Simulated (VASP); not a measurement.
# SnSe in VASP: notebook

Runs on SnSe. Level: LDA. Tasks: single point.

Program: VASP 6.6.1. These are calculated values, not measurements. Logs are shortened: lines on timing, memory, paths and dates and some standing lists are left out, and cuts for length are marked.

### 1 The cell of the first run

The cell holds a slab with vacuum, 4 atoms: a = 4.242 Å, b = 4.242 Å, c = 10.880 Å, α = 90.00°, β = 90.00°, γ = 90.00°.

### 2 Single point, LDA

Contents of INCAR:

```
PREC = Accurate
ENCUT = 520
EDIFF = 1E-6
ISMEAR = 0
SIGMA = 0.02
LREAL = False
LASPH = True
NELM = 80
ALGO = Normal
ISIF = 2
LWAVE = False
LCHARG = False
GGA = CA
NBANDS = 28
```

Contents of KPOINTS:

```
Automatic mesh
0
Gamma
  8 8 4
```

Contents of POSCAR:

```
SnSe
1.0
    4.2420383239      0.0000000000      0.0000000000
    0.0000000000      4.2420383239      0.0000000000
    0.0000000000      0.0000000000     10.8796674471
Sn Se
2 2
Direct
    0.0000000000      0.5000000000      0.6277708900
    0.5000000000      0.0000000000      0.3722291100
    0.0000000000      0.5000000000      0.3839605100
    0.5000000000      0.0000000000      0.6160394900
```

Potentials or basis: VASP PAW LDA potentials, release 64 (Sn_d, Se).

Launch:

```
$ cat potpaw_LDA.64/Sn_d/POTCAR potpaw_LDA.64/Se/POTCAR > POTCAR
$ mpirun -np 1 vasp_std > vasp.out
```

OUTCAR:

```text
PREC = Accurate
   ENCUT = 520
   EDIFF = 1E-6
   ISMEAR = 0
   LREAL = False
   LASPH = True
   NELM = 80
   ISIF = 2
   GGA = CA

 ion  position               nearest neighbor table
   1  0.000  0.500  0.628-   3 2.65   4 3.00   4 3.00   4 3.00   4 3.00
   2  0.500  0.000  0.372-   4 2.65   3 3.00   3 3.00   3 3.00   3 3.00
   3  0.000  0.500  0.384-   1 2.65   2 3.00   2 3.00   2 3.00   2 3.00
   4  0.500  0.000  0.616-   2 2.65   1 3.00   1 3.00   1 3.00   1 3.00

  LATTYP: Found a simple tetragonal cell.
 ALAT       =     4.2420383239
 C/A-ratio  =     2.5647263453

  Lattice vectors:

 A1 = (   4.2420383239,   0.0000000000,   0.0000000000)
 A2 = (   0.0000000000,   4.2420383239,   0.0000000000)
 A3 = (   0.0000000000,   0.0000000000,  10.8796674471)

Analysis of symmetry for initial positions (statically):
=====================================================================
 Subroutine PRICEL returns:
 Original cell was already a primitive cell.

 Routine SETGRP: Setting up the symmetry group for a
 simple tetragonal supercell.

 Subroutine GETGRP returns: Found 16 space group operations
 (whereof  8 operations were pure point group operations)
 out of a pool of 16 trial point group operations.

The static configuration has the point symmetry D_2d.
 The point group associated with its full space group is D_4h.

Analysis of symmetry for dynamics (positions and initial velocities):
=====================================================================
 Subroutine PRICEL returns:
 Original cell was already a primitive cell.

 Routine SETGRP: Setting up the symmetry group for a
 simple tetragonal supercell.

 Subroutine GETGRP returns: Found 16 space group operations
 (whereof  8 operations were pure point group operations)
 out of a pool of 16 trial point group operations.

The dynamic configuration has the point symmetry D_2d.
 The point group associated with its full space group is D_4h.

 Subroutine INISYM returns: Found 16 space group operations
 (whereof  8 operations are pure point group operations),
 and found     1 'primitive' translations

----------------------------------------------------------------------------------------

                                     Primitive cell

[... 91 lines left out ...]
   LASPH  =      T    aspherical Exc in radial PAW
   ENCUT  =  520.0 eV  38.22 Ry    6.18 a.u.   7.89  7.89 20.23*2*pi/ulx,y,z
   NELM   =     80;   NELMIN=  2; NELMDL= -5     # of ELM steps
   EDIFF  = 0.1E-05   stopping-criterion for ELM
   LREAL  =      F    real-space projection
   EDIFFG = 0.1E-04   stopping-criterion for IOM
   NSW    =      0    number of steps for IOM
   IBRION =     -1    ionic relax: 0-MD 1-quasi-New 2-CG
   NFREE  =      0    steps in history (QN), initial steepest desc. (CG)
   ISIF   =      2    stress and relaxation
   ISYM   =      2    0-nonsym 1-usesym 2-fastsym
   POTIM  = 0.5000    time-step for ionic-motion
   TEBEG  =    0.0;   TEEND  =   0.0 temperature during run
   PSTRESS=    0.0 pullay stress
   NELECT =      40.0000    total number of electrons
   NUPDOWN=      -1.0000    fix difference up-down
   EMIN   =  10.00;   EMAX   =-10.00  energy-range for DOS
   EFERMI =   0.00;   METHOD = LEGACY
   ISMEAR =     0;   SIGMA  =   0.02  broadening in eV -4-tet -1-fermi 0-gaus
   EFERMI_NEDOS =   21; number of points for ismear=-14 and -15
   IALGO  =     38    algorithm
   IMIX   =      4    mixing-type and parameters
     AMIX     =   0.40;   BMIX     =  1.00
     AMIX_MAG =   1.60;   BMIX_MAG =  1.00
  volume/ion in A,a.u.               =      48.94       330.29
  Fermi-wavevector in a.u.,A,eV,Ry     =   0.964214  1.822099 12.649442  0.929708
  Thomas-Fermi vector in A             =   2.093826
   LORBIT       =      0    0 simple, 1 ext, 2 COOP (PROOUT), +10 PAW based schemes
   GGA     = CA    functional components
   LHFCALC =     F    Hartree Fock is set to
   AEXX    =    0.0000 exact exchange contribution
   IVDW    =     0    specifies the selected vdW correction
   LEPSILON=     F    determine dielectric tensor
   LRPA    =     F    only Hartree local field effects (RPA)
 non-spin polarized calculation
 Gauss-broadening in eV      SIGMA  =   0.02
  energy-cutoff  :      520.00
  volume of cell :      195.78
 maximum number of plane-waves:      5312
 NGX is ok and might be reduce to    32
   NGX = 15   NGY = 15   NGZ = 41

 number of electron      40.0000014 magnetization

 Free energy of the ion-electron system (eV)
  ---------------------------------------------------
  ext. energy  EPLUGINS =         0.00000000
  ---------------------------------------------------
  free energy    TOTEN  =       -18.45677802 eV

  energy without entropy =      -18.45677802  energy(sigma->0) =      -18.45677802

 E-fermi :   0.9578     XC(G=0):  -6.3331

 val. band max:        0.8494119374   @ k =   0.3750   0.0000   0.5000
 cond. band min:       1.7562788180   @ k =   0.3750   0.0000   0.5000
 fundamental gap:      0.9068668806
 Fermi energy:         0.9578220907

 k-point     1 :       0.0000    0.0000    0.0000
  band No.  band energies     occupation
      1     -20.3586      2.00000
      2     -20.3573      2.00000
      3     -20.3535      2.00000
      4     -20.3522      2.00000
      5     -20.3454      2.00000
      6     -20.3238      2.00000
[... 733 lines left out ...]
     27       6.6503      0.00000
     28       6.6503      0.00000

 [... further k-points ...]

------------------------ aborting loop because EDIFF is reached ----------------------------------------

  FORCE on cell =-STRESS in cart. coord.  units (eV):
  Direction    XX          YY          ZZ          XY          YZ          ZX
  --------------------------------------------------------------------------------------
  -------------------------------------------------------------------------------------
  Total       -1.1047071     -1.1047071      0.2767632      0.0000000     -0.0000000      0.0000000
  in kB       -9.0405099     -9.0405099      2.2649265      0.0000000     -0.0000000      0.0000000
  external PRESSURE =      -5.2720311 kB  Pullay stress =       0.0000000 kB

 VOLUME and BASIS-vectors are now :
 -----------------------------------------------------------------------------
  energy-cutoff  :      520.00
  volume of cell :      195.78
      direct lattice vectors                 reciprocal lattice vectors
     4.242038324  0.000000000  0.000000000     0.235735730  0.000000000  0.000000000
     0.000000000  4.242038324  0.000000000     0.000000000  0.235735730  0.000000000
     0.000000000  0.000000000 10.879667447     0.000000000  0.000000000  0.091914574

 POSITION                                       TOTAL-FORCE (eV/Angst)
 -----------------------------------------------------------------------------------
      0.00000      2.12102      6.82994        -0.000000     -0.000000     -0.007289
      2.12102      0.00000      4.04973         0.000000     -0.000000      0.007289
      0.00000      2.12102      4.17736         0.000000      0.000000     -0.128979
      2.12102      0.00000      6.70230        -0.000000     -0.000000      0.128979
 -----------------------------------------------------------------------------------
    total drift:                                0.000000      0.000000      0.000000

  FREE ENERGIE OF THE ION-ELECTRON SYSTEM (eV)
  ---------------------------------------------------
  free  energy   TOTEN  =       -18.4567780243 eV

  energy  without entropy=      -18.4567780243  energy(sigma->0) =      -18.45677802
```

Wall time 1.9 min (1 thread of AMD EPYC 9R45 (Zen 5), shared host); peak memory 0.34 GiB.

What came out:

```
Free energy            : -18.4568 eV
Largest force          : 0.129 eV/Å
Band gap on the k mesh : 0.91 eV
```

Forces in eV/Å, atoms in the order of the input:
```
Sn   0.000  0.000 -0.007
Sn   0.000  0.000  0.007
Se   0.000  0.000 -0.129
Se   0.000  0.000  0.129
```

Caveat: there is no dipole correction, which matters where the two faces differ; spin-orbit coupling is left out, which moves the levels of the heavy elements.

### 3 Single point, LDA

This run uses another cell than the first one.

Contents of INCAR:

```
ALGO     = Normal         # electronic algorithm
EDIFF    = 1E-7           # SCF threshold, eV
ENCUT    = 520            # plane-wave cutoff, eV
GGA      = CA             # functional
ISIF     = 2              # what is computed and relaxed
ISMEAR   = 0              # smearing method
LASPH    = True           # aspherical terms in the spheres
LCHARG   = False          # write CHGCAR
LREAL    = False          # projectors in reciprocal space
LWAVE    = False          # write WAVECAR
NBANDS   = 28             # bands
NELM     = 80             # most SCF steps
PREC     = Accurate       # precision mode
SIGMA    = 0.02           # smearing width, eV
```

Contents of KPOINTS:

```
k-points
0
Gamma
  8 8 4
```

Contents of POSCAR:

```
SnSe
1.0
    4.2853274191      0.0000000000      0.0000000000
    0.0000000000      4.2853274191      0.0000000000
    0.0000000000      0.0000000000     10.9906921300
Sn Se
2 2
Direct
    0.0000000000      0.5000000000      0.6277708900
    0.5000000000      0.0000000000      0.3722291100
    0.0000000000      0.5000000000      0.3839605100
    0.5000000000      0.0000000000      0.6160394900
```

Potentials or basis: VASP PAW LDA potentials, release 64 (Sn_d, Se).

Launch:

```
$ cat potpaw_LDA.64/Sn_d/POTCAR potpaw_LDA.64/Se/POTCAR > POTCAR
$ mpirun -np 1 vasp_std > vasp.out
```

It took 2.1 min on 1 thread of AMD EPYC 9R45 (Zen 5), shared host; peak memory 0.34 GiB.

It converged, with:

```
Free energy            : -18.4221 eV
Largest force          : 0.216 eV/Å
Band gap on the k mesh : 0.96 eV
```

Forces in eV/Å, atoms in the order of the input:
```
Sn   0.000  0.000 -0.216
Sn   0.000  0.000  0.216
Se   0.000  0.000  0.037
Se   0.000  0.000 -0.037
```

Levels at points of the mesh, in eV from the valence-band top:
```
           k point  band 18  band 19  band 20  band 21  band 22  band 23
(0.00, 0.00, 0.00)    -1.81    -1.81    -0.40     1.44     3.62     3.63
(0.50, 0.00, 0.00)    -1.62    -0.39    -0.39     1.33     1.33     1.89
(0.50, 0.50, 0.00)    -3.33    -1.80    -1.80     3.50     3.50     4.53
(0.00, 0.00, 0.50)    -1.81    -1.81    -0.40     1.30     3.62     4.20
(0.50, 0.00, 0.50)    -1.62    -0.40    -0.40     1.33     1.33     1.89
(0.50, 0.50, 0.50)    -3.33    -1.80    -1.80     3.47     3.47     4.59
```

Caveat: there is no dipole correction, which matters where the two faces differ; spin-orbit coupling is left out, which moves the levels of the heavy elements.
